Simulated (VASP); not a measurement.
CdHg7Te8:

```
Cd Hg Te
1.0
     0.00000    6.42662   -6.42662
     6.42662    6.42662    0.00000
     6.42662    0.00000   -6.42662
Cd Hg Te
1 7 8
Direct
  0.50000 0.00000 0.50000
  0.50000 0.50000 0.50000
  0.00000 0.00000 0.50000
  0.00000 0.50000 0.50000
  0.50000 0.00000 0.00000
  0.50000 0.50000 0.00000
  0.00000 0.00000 0.00000
  0.00000 0.50000 0.00000
  0.37500 0.37500 0.37500
  0.37500 0.87500 0.37500
  0.87500 0.37500 0.37500
  0.87500 0.87500 0.37500
  0.37500 0.37500 0.87500
  0.37500 0.87500 0.87500
  0.87500 0.37500 0.87500
  0.87500 0.87500 0.87500
```

```yaml
Program: VASP 6.6.1
Task: relaxation of cell and atoms
Functional: PBEsol
Potentials_or_basis: VASP PAW PBE potentials, release 64 (Cd, Hg, Te)
Cutoff: 600 eV
k_mesh: 6 × 6 × 6
Occupations: gaussian, width 0.1 eV
Spin: no spin polarisation
```

At the start: pressure 1.9 GPa; volume 33.18 Å³/atom.

Problem. Where does the relaxation end?

Solution. Over 3 steps the energy falls by 7.7 meV/atom and the volume is 34.57 Å³/atom (+4.2 %); space group F-43m (No. 216, to 0.1 Å) before and after.

Step by step:
| step | energy change (eV) | largest force (eV/Å) | pressure (GPa) | volume (Å³) |
| --- | --- | --- | --- | --- |
| 1 | 0.0000 | 0.0471 | 1.89 | 530.86 |
| 2 | -0.1097 | 0.0109 | -0.56 | 561.46 |
| 3 | -0.1233 | 0.0049 | 0.01 | 553.13 |

Final structure:
```yaml
crystal:
  lattice:
    - [0.00000, 6.51526, -6.51526]
    - [6.51526, 6.51526, 0.00000]
    - [6.51526, 0.00000, -6.51526]
  atoms:
    - { symbol: Cd, position: [0.50000, 0.00000, 0.50000] }
    - { symbol: Hg, position: [0.50001, 0.49999, 0.50001] }
    - { symbol: Hg, position: [0.99999, 0.00001, 0.50001] }
    - { symbol: Hg, position: [0.99999, 0.49999, 0.50001] }
    - { symbol: Hg, position: [0.50001, 0.00001, 0.99999] }
    - { symbol: Hg, position: [0.50001, 0.49999, 0.99999] }
    - { symbol: Hg, position: [0.99999, 0.00001, 0.99999] }
    - { symbol: Hg, position: [0.00000, 0.50000, 0.00000] }
    - { symbol: Te, position: [0.37508, 0.37477, 0.37508] }
    - { symbol: Te, position: [0.37508, 0.87508, 0.37508] }
    - { symbol: Te, position: [0.87501, 0.37501, 0.37498] }
    - { symbol: Te, position: [0.87477, 0.87508, 0.37508] }
    - { symbol: Te, position: [0.37498, 0.37501, 0.87501] }
    - { symbol: Te, position: [0.37508, 0.87508, 0.87477] }
    - { symbol: Te, position: [0.87501, 0.37501, 0.87501] }
    - { symbol: Te, position: [0.87501, 0.87498, 0.87501] }
```

Caveat: the PAW data sets were made with another functional, which shifts forces and pressure a little.
